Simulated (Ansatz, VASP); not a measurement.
**Sc4Mo in VASP and in Ansatz**

```xyz
5
Lattice="4.8083 0.0000 0.0000 0.0000 4.8083 0.0000 0.0000 0.0000 4.8083" Properties=species:S:1:pos:R:3 pbc="T T T"
Sc    2.4042    2.4042    2.4042
Sc    0.0000    2.4042    2.4042
Sc    2.4042    0.0000    2.4042
Sc    2.4042    2.4042    0.0000
Mo    0.0000    0.0000    0.0000
```

Change from the starting cell: species swapped into the Mn4N type (Pm-3m, No. 221).

Alike in both runs: functional PBE; k mesh 4 × 4 × 4; occupations gaussian, width 0.1 eV; no spin polarisation.

Ansatz relaxed the structure, and its values are those at the end. VASP's run is a single point on that final structure, the one shown.

|  | VASP | Ansatz |
| --- | --- | --- |
| version | VASP 6.6.1 | Ansatz 0.2.0 |
| potentials or method | VASP PAW PBE potentials, release 64 (Sc_sv, Mo_sv), cutoff 520 eV | scalar-relativistic, plane waves, PAW |
| valence electrons in the cell | 58 | 58 |

Ansatz gave:

```
gap on the k mesh at the Fermi level (eV) : none
pressure (GPa)                            : 0.3
```

What did VASP give for the same quantities?

gap on the k mesh at the Fermi level (eV): none; pressure (GPa): 0.7.

A gap of «none» marks a metal or a gap that the smearing closes.
